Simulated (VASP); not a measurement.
A run of VASP 6.6.1:

File INCAR:

```
PREC     = Accurate       # precision mode
ENCUT    = 520            # plane-wave cutoff, eV
EDIFF    = 1E-7           # SCF threshold, eV
ISMEAR   = 0              # smearing method
SIGMA    = 0.15           # smearing width, eV
LREAL    = False          # projectors in reciprocal space
LASPH    = True           # aspherical terms in the spheres
NELM     = 80             # most SCF steps
ALGO     = Normal         # electronic algorithm
ISIF     = 2              # what is computed and relaxed
LWAVE    = False          # write WAVECAR
LCHARG   = True           # write CHGCAR
GGA      = PS             # functional
LELF     = True           # ELF
LVHAR    = True         
NBANDS   = 21             # bands
```

The input KPOINTS:

```
Automatic mesh
0
Gamma
  18 18 10
```

File POSCAR:

```
Ru
1.0
    2.7273000000      0.0000000000      0.0000000000
   -1.3636500000      2.3619110838      0.0000000000
    0.0000000000      0.0000000000      3.7421000000
Ru
2
Direct
    0.3333333333      0.6666666667      0.2500000000
    0.6666666667      0.3333333333      0.7500000000
```

Potentials or basis: VASP PAW PBE potentials, release 64 (Ru_pv).

Run with:

```console
$ cat potpaw_PBE.64/Ru_pv/POTCAR > POTCAR
$ mpirun -np 1 vasp_std > vasp.out
```

Hardware: 1 thread of AMD EPYC 9R45 96-Core Processor (Zen 5), with other jobs on the host.

Problem. How long does it take, and how much memory?

Solution. Run time: 45 s on 1 thread of AMD EPYC 9R45 96-Core Processor (Zen 5), with other jobs on the host, peak memory 0.17 GiB. Counts: scf iterations 13, k points 222.
